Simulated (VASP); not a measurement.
N, 16 atoms in the cell. It takes space group R-3c (No. 167, trigonal). Conventional cell: a = 10.516 Å, b = 10.516 Å, c = 14.062 Å, α = 90.00°, β = 90.00°, γ = 120.00°. Within 1.5 Å of N (site symmetry 1) lie 1 N at 1.10 Å. Within 1.5 Å of N (site symmetry 3) lie 1 N at 1.10 Å. 

```yaml
Program: VASP 6.6.1
Task: relaxation of cell and atoms
Functional: PBEsol
Potentials_or_basis: VASP PAW PBE potentials, release 64 (N)
Cutoff: 600 eV
k_mesh: 3 × 3 × 3
Occupations: gaussian, width 0.02 eV
Spin: no spin polarisation
Dipole_correction: no
Further_INCAR_settings: LREAL = Auto; ALGO = Normal; EDIFF = 1e-07; IBRION = 2; EDIFFG = -0.01; NSW = 100; ISIF = 3
```

Potentials or basis: VASP PAW PBE potentials, release 64 (N).

Run with:

```bash
$ cat potpaw_PBE.64/N/POTCAR > POTCAR
$ mpirun -np 1 vasp_std > vasp.out
```

Hardware: 1 thread of Intel(R) Xeon(R) 6975P-C (Granite Rapids), on a shared host.

Estimate the wall time of this run.

Wall time 34 min on 1 thread of Intel(R) Xeon(R) 6975P-C (Granite Rapids), on a shared host, peak memory 0.64 GiB. Counts: scf iterations 237, k points 6, ion steps 31.
